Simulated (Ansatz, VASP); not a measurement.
**W2Se in VASP and in Ansatz**

```
CELL_PARAMETERS angstrom
3.18051 0.00000 0.00000
-1.59026 2.75440 0.00000
0.00000 0.00000 12.66231
ATOMIC_POSITIONS crystal
W 0.00000 0.00000 0.58641
W 0.00000 0.00000 0.08641
W 0.33333 0.66667 0.72984
W 0.66667 0.33333 0.22984
Se 0.00000 0.00000 0.37759
Se 0.00000 0.00000 0.87759
```

Alike in both runs: functional PBE; k mesh 12 × 12 × 4; occupations gaussian, width 0.1 eV; no spin polarisation.

Ansatz relaxed the structure, and its values are those at the end. VASP's run is a single point on that final structure, the one shown.

```csv
,VASP,Ansatz
version,VASP 6.6.1,Ansatz 0.2.0
potentials or method,"VASP PAW PBE potentials, release 64 (W_sv, Se), cutoff 520 eV","scalar-relativistic, plane waves, PAW"
valence electrons in the cell,68,88
```

```csv
,VASP,Ansatz,Ansatz less VASP
gap on the k mesh at the Fermi level (eV),none,none,-
pressure (GPa),0.4,0.0,-0.41
rms of the force components (eV/Å),0.014,0.000,-0.0140
```

A gap of «none» marks a metal or a gap that the smearing closes. VASP's potentials hold 68 valence electrons a cell and Ansatz's 88, so a difference there can come from the potentials and not from the codes.

Spin-orbit coupling is off throughout.
